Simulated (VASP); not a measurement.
**Ta: single point with LDA**

Ta:

```xyz
1
Lattice="-1.5732 1.5732 1.5732 1.5732 -1.5732 1.5732 1.5732 1.5732 -1.5732" Properties=species:S:1:pos:R:3 pbc="T T T"
Ta    0.0000    0.0000    0.0000
```

```yaml
Program: VASP 6.6.1
Task: single point
Functional: LDA
Potentials_or_basis: VASP PAW LDA potentials, release 64 (Ta_pv)
Cutoff: 500 eV
k_mesh: 11 × 11 × 11
Occupations: fermi-dirac, width 0.05 eV
Spin: no spin polarisation
```

The pressure is 29.0 GPa.

Levels at points of the mesh, in eV from the Fermi level:
| k point | band 1 | band 2 | band 3 | band 4 | band 5 | band 6 | band 7 | band 8 | band 9 | band 10 |
| --- | --- | --- | --- | --- | --- | --- | --- | --- | --- | --- |
| (0.00, 0.00, 0.00) | -32.30 | -32.30 | -32.30 | -8.32 | 0.67 | 0.67 | 0.67 | 4.47 | 4.47 | 14.18 |

Wall time 11 s on 1 thread of Intel Xeon 8259CL, on a shared host, peak memory 0.12 GiB.

Caveat: spin-orbit coupling is left out, which moves the levels of the heavy elements.
